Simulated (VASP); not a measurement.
# Tl12O (a cell with a defect) in VASP: notebook, part 2 of 2

VASP 6.6.1. The steps go on from the part before.

## 3. Relaxation of the atoms, PBE

File INCAR:

```
SYSTEM = Tl12O
PREC = Accurate
ENCUT = 520
EDIFF = 1E-6
ISMEAR = 0
SIGMA = 0.1
LREAL = .FALSE.
LASPH = .TRUE.
NELM = 80
ALGO = Normal
ISIF = 2
LWAVE = .FALSE.
LCHARG = .FALSE.
GGA = PE
IBRION = 2
NSW = 80
EDIFFG = -0.03
KPAR = 4
```

File KPOINTS:

```
Automatic mesh
0
G
  3 2 3
  0 0 0
```

File POSCAR:

```
Tl12O
1.0
    6.9200000000      0.0000000000      0.0000000000
   -5.1900000000      8.9893440000      0.0000000000
    0.0000000000      0.0000000000      5.5325400000
Tl O
12 1
Direct
    0.0000000000      0.0000000000      0.0000000000
    0.1666666600      0.2222222100      0.5000000000
   -0.0000000100      0.3333333200      0.0000000000
    0.1666666500      0.5555555400      0.5000000000
   -0.0000000200      0.6666666400      0.0000000000
    0.1666666400      0.8888888600      0.5000000000
    0.5000000000      0.0000000000      0.0000000000
    0.6666666600      0.2222222100      0.5000000000
    0.4999999900      0.3333333200      0.0000000000
    0.6666666500      0.5555555400      0.5000000000
    0.4999999800      0.6666666400      0.0000000000
    0.6666666400      0.8888888600      0.5000000000
    0.8365161700      0.4504792800      0.7489666700
```

Potentials or basis: VASP PAW PBE potentials, release 64 (Tl_d, O).

Started as:

```
> cat potpaw_PBE.64/Tl_d/POTCAR potpaw_PBE.64/O/POTCAR > POTCAR
> mpirun -np 4 vasp_std > vasp.out
```

OUTCAR:

```text
SYSTEM = Tl12O
   PREC = Accurate
   ENCUT = 520
   EDIFF = 1E-6
   ISMEAR = 0
   LREAL = .FALSE.
   LASPH = .TRUE.
   NELM = 80
   ISIF = 2
   GGA = PE
   IBRION = 2
   NSW = 80
   EDIFFG = -0.03

 ion  position               nearest neighbor table
   1  0.000  0.000  0.000-   2 3.41   2 3.41   6 3.41   6 3.41  12 3.41  12 3.41   9 3.46   3 3.46
                             7 3.46   7 3.46   5 3.46  11 3.46
   2  0.167  0.222  0.500-   1 3.41   1 3.41   9 3.41   9 3.41   3 3.41   3 3.41   8 3.46   8 3.46
                            10 3.46   4 3.46   6 3.46  12 3.46
   3  1.000  0.333  0.000-  13 2.46   8 3.41   8 3.41   2 3.41   2 3.41   4 3.41   4 3.41   7 3.46
                            11 3.46   5 3.46   1 3.46   9 3.46   9 3.46
   4  0.167  0.556  0.500-  13 2.41   5 3.41   5 3.41  11 3.41  11 3.41   3 3.41   3 3.41  12 3.46
                             6 3.46  10 3.46  10 3.46   8 3.46   2 3.46
   5  1.000  0.667  0.000-  13 2.39   4 3.41   4 3.41  10 3.41  10 3.41   6 3.41   6 3.41   9 3.46
                             3 3.46  11 3.46  11 3.46   1 3.46   7 3.46
   6  0.167  0.889  0.500-   5 3.41   5 3.41   1 3.41   1 3.41   7 3.41   7 3.41  10 3.46   4 3.46
                            12 3.46  12 3.46   2 3.46   8 3.46
   7  0.500  0.000  0.000-   8 3.41   8 3.41  12 3.41  12 3.41   6 3.41   6 3.41   3 3.46   9 3.46
                             1 3.46   1 3.46  11 3.46   5 3.46
   8  0.667  0.222  0.500-  13 2.47   7 3.41   7 3.41   3 3.41   3 3.41   9 3.41   9 3.41   2 3.46
                             2 3.46   4 3.46  10 3.46  12 3.46   6 3.46
   9  0.500  0.333  0.000-  13 2.45   2 3.41   2 3.41   8 3.41   8 3.41  10 3.41  10 3.41   1 3.46
                             5 3.46   7 3.46  11 3.46   3 3.46   3 3.46
  10  0.667  0.556  0.500-  13 2.40  11 3.41  11 3.41   5 3.41   5 3.41   9 3.41   9 3.41   6 3.46
                            12 3.46   4 3.46   4 3.46   2 3.46   8 3.46
  11  0.500  0.667  0.000-  10 3.41  10 3.41   4 3.41   4 3.41  12 3.41  12 3.41   3 3.46   9 3.46
                             5 3.46   5 3.46   7 3.46   1 3.46
  12  0.667  0.889  0.500-  11 3.41  11 3.41   7 3.41   7 3.41   1 3.41   1 3.41   4 3.46  10 3.46
                             6 3.46   6 3.46   8 3.46   2 3.46
  13  0.837  0.450  0.749-   5 2.39  10 2.40   4 2.41   9 2.45   3 2.46   8 2.47

  LATTYP: Found a simple monoclinic cell.
 ALAT       =     6.9200000000
 B/A-ratio  =     0.7995000000
 C/A-ratio  =     1.3228756993
 COS(beta)  =    -0.1889822302

  Lattice vectors:

 A1 = (   6.9200000000,   0.0000000000,   0.0000000000)
 A2 = (   0.0000000000,   0.0000000000,   5.5325400000)
 A3 = (  -1.7300000000,  -8.9893440000,   0.0000000000)

Analysis of symmetry for initial positions (statically):
=====================================================================
 Subroutine PRICEL returns:
 Original cell was already a primitive cell.

 Routine SETGRP: Setting up the symmetry group for a
 simple monoclinic supercell.

 Subroutine GETGRP returns: Found  1 space group operations
 (whereof  1 operations were pure point group operations)
 out of a pool of  4 trial point group operations.

The static configuration has the point symmetry C_1 .

Analysis of symmetry for dynamics (positions and initial velocities):
=====================================================================
 Subroutine PRICEL returns:
 Original cell was already a primitive cell.

 Routine SETGRP: Setting up the symmetry group for a
 simple monoclinic supercell.

 Subroutine GETGRP returns: Found  1 space group operations
 (whereof  1 operations were pure point group operations)
 out of a pool of  4 trial point group operations.

The dynamic configuration has the point symmetry C_1 .

 Subroutine INISYM returns: Found  1 space group operations
 (whereof  1 operations are pure point group operations),
[... 125 lines left out ...]
   NSW    =     80    number of steps for IOM
   IBRION =      2    ionic relax: 0-MD 1-quasi-New 2-CG
   NFREE  =      1    steps in history (QN), initial steepest desc. (CG)
   ISIF   =      2    stress and relaxation
   ISYM   =      2    0-nonsym 1-usesym 2-fastsym
   POTIM  = 0.5000    time-step for ionic-motion
   TEBEG  =    0.0;   TEEND  =   0.0 temperature during run
   PSTRESS=    0.0 pullay stress
   NELECT =     162.0000    total number of electrons
   NUPDOWN=      -1.0000    fix difference up-down
   EMIN   =  10.00;   EMAX   =-10.00  energy-range for DOS
   EFERMI =   0.00;   METHOD = LEGACY
   ISMEAR =     0;   SIGMA  =   0.10  broadening in eV -4-tet -1-fermi 0-gaus
   EFERMI_NEDOS =   21; number of points for ismear=-14 and -15
   IALGO  =     38    algorithm
   IMIX   =      4    mixing-type and parameters
     AMIX     =   0.40;   BMIX     =  1.00
     AMIX_MAG =   1.60;   BMIX_MAG =  1.00
  volume/ion in A,a.u.               =      26.47       178.65
  Fermi-wavevector in a.u.,A,eV,Ry     =   1.273484  2.406536 22.065417  1.621762
  Thomas-Fermi vector in A             =   2.406305
   LORBIT       =      0    0 simple, 1 ext, 2 COOP (PROOUT), +10 PAW based schemes
   GGA     = PE    functional components
   LHFCALC =     F    Hartree Fock is set to
   AEXX    =    0.0000 exact exchange contribution
   IVDW    =     0    specifies the selected vdW correction
   LEPSILON=     F    determine dielectric tensor
   LRPA    =     F    only Hartree local field effects (RPA)
 conjugate gradient relaxation of ions
 non-spin polarized calculation
 Gauss-broadening in eV      SIGMA  =   0.10
  energy-cutoff  :      520.00
  volume of cell :      344.16
 maximum number of plane-waves:      9300
 NGX is ok and might be reduce to    54
   NGX = 25   NGY = 39   NGZ = 21

--------------------------------------- Ionic step        1  -------------------------------------------

 number of electron     162.0000002 magnetization

 Free energy of the ion-electron system (eV)
  ---------------------------------------------------
  ext. energy  EPLUGINS =         0.00000000
  ---------------------------------------------------
  free energy    TOTEN  =       -32.08769711 eV

  energy without entropy =      -32.05305107  energy(sigma->0) =      -32.07037409

------------------------ aborting loop because EDIFF is reached ----------------------------------------

  FORCE on cell =-STRESS in cart. coord.  units (eV):
  Direction    XX          YY          ZZ          XY          YZ          ZX
  --------------------------------------------------------------------------------------
  -------------------------------------------------------------------------------------
  Total       11.0075453     11.2118830      9.0396434     -0.2444793      0.0513821     -0.2722087
  in kB       51.2439275     52.1951897     42.0826637     -1.1381356      0.2392013     -1.2672254
  external PRESSURE =      48.5072603 kB  Pullay stress =       0.0000000 kB
[... 122 lines left out ...]
  FREE ENERGIE OF THE ION-ELECTRON SYSTEM (eV)
  ---------------------------------------------------
  free  energy   TOTEN  =       -32.2439168671 eV

  energy  without entropy=      -32.2084300579  energy(sigma->0) =      -32.22617346

[... ionic steps 4 to 7 ...]

--------------------------------------- Ionic step        8  -------------------------------------------

 number of electron     162.0000006 magnetization

------------------------ aborting loop because EDIFF is reached ----------------------------------------
[... 89 lines left out ...]
--------------------------------------- Ionic step       10  -------------------------------------------

 number of electron     162.0000002 magnetization

 Free energy of the ion-electron system (eV)
  ---------------------------------------------------
  ext. energy  EPLUGINS =         0.00000000
  ---------------------------------------------------
  free energy    TOTEN  =       -32.28517882 eV

  energy without entropy =      -32.25263928  energy(sigma->0) =      -32.26890905

 E-fermi :   6.6497     XC(G=0): -10.3012

 val. band max:        6.6449012039   @ k =  -0.3333   0.0000   0.3333
 cond. band min:       6.6794955275   @ k =  -0.3333   0.5000   0.3333
 fundamental gap:      0.0345943236
 Fermi energy:         6.6497421618

 k-point     1 :       0.0000    0.0000    0.0000
  band No.  band energies     occupation
      1     -11.1912      2.00000
      2      -5.2322      2.00000
      3      -5.2131      2.00000
      4      -5.1447      2.00000
      5      -5.1291      2.00000
      6      -5.1258      2.00000
[... 949 lines left out ...]
     92      10.2014      0.00000
     93      10.3544      0.00000
 [bands above 93 left out]

------------------------ aborting loop because EDIFF is reached ----------------------------------------

  FORCE on cell =-STRESS in cart. coord.  units (eV):
  Direction    XX          YY          ZZ          XY          YZ          ZX
  --------------------------------------------------------------------------------------
  -------------------------------------------------------------------------------------
  Total        9.3303538      9.4396887      7.7497368     -0.5742171     -0.0210702     -0.3769024
  in kB       43.4360214     43.9450130     36.0777028     -2.6731789     -0.0980890     -1.7546111
  external PRESSURE =      41.1529124 kB  Pullay stress =       0.0000000 kB
[... 28 lines left out ...]
  FREE ENERGIE OF THE ION-ELECTRON SYSTEM (eV)
  ---------------------------------------------------
  free  energy   TOTEN  =       -32.2851788204 eV

  energy  without entropy=      -32.2526392753  energy(sigma->0) =      -32.26890905

 reached required accuracy - stopping structural energy minimisation
```

Run time: 11 min. Hardware: 4 MPI ranks of Intel Xeon 6975P-C (Granite Rapids), shared host; peak memory 0.62 GiB.

Results:

```
Free energy                  : -32.2852 eV
Energy gained by relaxing    : 15.2 meV/atom
Ionic steps                  : 10
Pressure after relaxing      : 4.1 GPa
Largest force after relaxing : 0.030 eV/Å
Band gap on the k mesh       : zero (bands 81 and 82 overlap by 0.70 eV)
```

Forces on the atoms (eV/Å):
```
Tl   0.006  0.007 -0.005
Tl  -0.013  0.001  0.011
Tl  -0.003 -0.016  0.004
Tl   0.004 -0.001 -0.001
Tl   0.004 -0.003 -0.014
Tl  -0.001 -0.024  0.007
Tl  -0.001  0.025 -0.016
Tl  -0.003  0.003  0.016
Tl  -0.003  0.004  0.002
Tl   0.002  0.013 -0.006
Tl   0.011  0.003 -0.003
Tl  -0.004 -0.010  0.008
O    0.000 -0.003 -0.004
```

Step by step:
```tsv
step	energy change (eV)	largest force (eV/Å)	pressure (GPa)
1	0.0000	0.7516	4.85
2	-0.0990	0.4242	4.52
3	-0.1562	0.2501	4.13
4	-0.1664	0.2019	4.13
5	-0.1831	0.1052	4.13
6	-0.1840	0.1377	4.14
7	-0.1895	0.0974	4.13
8	-0.1953	0.0503	4.13
9	-0.1954	0.0557	4.13
10	-0.1975	0.0300	4.12
```

Final structure:
```cif
data_structure
_symmetry_space_group_name_H-M 'P 1'
_symmetry_Int_Tables_number 1
_cell_length_a 6.9200
_cell_length_b 10.3800
_cell_length_c 5.5325
_cell_angle_alpha 90.000
_cell_angle_beta 90.000
_cell_angle_gamma 120.000
_cell_volume 344.16
loop_
_atom_site_label
_atom_site_type_symbol
_atom_site_fract_x
_atom_site_fract_y
_atom_site_fract_z
_atom_site_occupancy
Tl1 Tl 0.99758 0.99666 0.00698 1
Tl2 Tl 0.16473 0.21838 0.52550 1
Tl3 Tl 0.00450 0.33283 0.01526 1
Tl4 Tl 0.17501 0.55635 0.48442 1
Tl5 Tl 0.00925 0.67543 0.00896 1
Tl6 Tl 0.16273 0.88976 0.50980 1
Tl7 Tl 0.50493 0.99948 0.99144 1
Tl8 Tl 0.65816 0.21498 0.49163 1
Tl9 Tl 0.49174 0.33294 0.01479 1
Tl10 Tl 0.66260 0.55724 0.48375 1
Tl11 Tl 0.50197 0.67075 0.97301 1
Tl12 Tl 0.66951 0.89318 0.49277 1
O1 O 0.83379 0.44582 0.75066 1
```

Levels at points of the mesh, in eV from the Fermi level:
```csv
k point,band 78,band 79,band 80,band 81,band 82,band 83,band 84,band 85
"(0.00, 0.00, 0.00)",-0.68,-0.58,-0.47,-0.30,-0.17,0.46,0.53,0.94
"(0.00, 0.50, 0.00)",-1.54,-0.64,-0.60,-0.46,-0.15,0.55,0.90,1.02
```

Caveat: the k points lie up to 0.38 Å⁻¹ apart, too coarse for converged energies and pressures of a metal; spin-orbit coupling is left out, which moves the levels of the heavy elements.

The gap in the log of VASP goes by the Fermi energy; the results here count the filled bands.